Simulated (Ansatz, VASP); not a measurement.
**One calculation of Cu2H3, two programs**

Contents of INCAR:

```
SYSTEM = Cu2H3
  PREC = Accurate
  ENCUT = 600
  EDIFF = 1E-6
  ISMEAR = 0
  SIGMA = 0.1
  LREAL = .False.
  LASPH = .True.
  NELM = 80
  ALGO = Normal
  ISIF = 3
  LWAVE = .False.
  LCHARG = .False.
  GGA = PE
  IBRION = 2
  NSW = 100
  EDIFFG = -0.01
```

The input KPOINTS:

```
Automatic mesh
0
Gamma
  12 12 12
  0 0 0
```

The input POSCAR:

```
Cu2H3
1.0
    2.2113035819      1.2766967183      2.2315893844
   -2.2113035819      1.2766967183      2.2315893844
    0.0000000000     -2.5533934365      2.2315893844
Cu H
2 3
Direct
    0.1931698090      0.1931698090      0.1931698090
    0.8068301910      0.8068301910      0.8068301910
    0.0000000000      0.3184596547      0.6815403453
    0.6815403453      0.0000000000      0.3184596547
    0.3184596547      0.6815403453      0.0000000000
```

Input for Ansatz:

```yaml
crystal:
  lattice:
    - [2.2113035819, 1.2766967183, 2.2315893844]
    - [-2.2113035819, 1.2766967183, 2.2315893844]
    - [0.0, -2.5533934365, 2.2315893844]
  atoms:
    - { symbol: Cu, position: [0.193169809, 0.193169809, 0.193169809] }
    - { symbol: Cu, position: [0.806830191, 0.806830191, 0.806830191] }
    - { symbol: H, position: [0.0, 0.3184596547, 0.6815403453] }
    - { symbol: H, position: [0.6815403453, 0.0, 0.3184596547] }
    - { symbol: H, position: [0.3184596547, 0.6815403453, 0.0] }
basis:
  ecutwfc: 420
kpoints:
  mp_grid: { grid: [12, 12, 12] }
hamiltonian:
  xc: pbe
scf:
  occupations: { method: gaussian, width: 0.1 }
output:
  forces: true
  stress: true
  eigenvalues: true
  write_density: true
  write_potential: true
  elf: true
  volumetric_format: npy
relax:
  adjacent_minimum: "off"
  f_tol: 0.01
  max_steps: 80
  cell: { stress_tol: 0.05 }
```

Change from the starting cell: species swapped into the Ni3Se2 type (R32, No. 155).

Alike in both runs: task relaxation of cell and atoms; functional PBE; k mesh 12 × 12 × 12; occupations gaussian, width 0.1 eV; no spin polarisation.

|  | VASP | Ansatz |
| --- | --- | --- |
| version | VASP 6.6.1 | Ansatz 0.2.0 |
| potentials or method | VASP PAW PBE potentials, release 64 (Cu, H), cutoff 600 eV | scalar-relativistic, plane waves, PAW |
| valence electrons in the cell | 25 | 41 |

```tsv
	VASP	Ansatz	Ansatz less VASP
gap on the k mesh at the Fermi level, each at its own relaxed structure (eV)	none	none	-
relaxed volume (Å³/atom)	7.59	7.56	-0.029
relaxed length of the cell vector where the two differ most in proportion (Å)	3.395	3.392	-0.0035
```

A gap of «none» marks a metal or a gap that the smearing closes. VASP's potentials hold 25 valence electrons a cell and Ansatz's 41, so a difference there can come from the potentials and not from the codes.
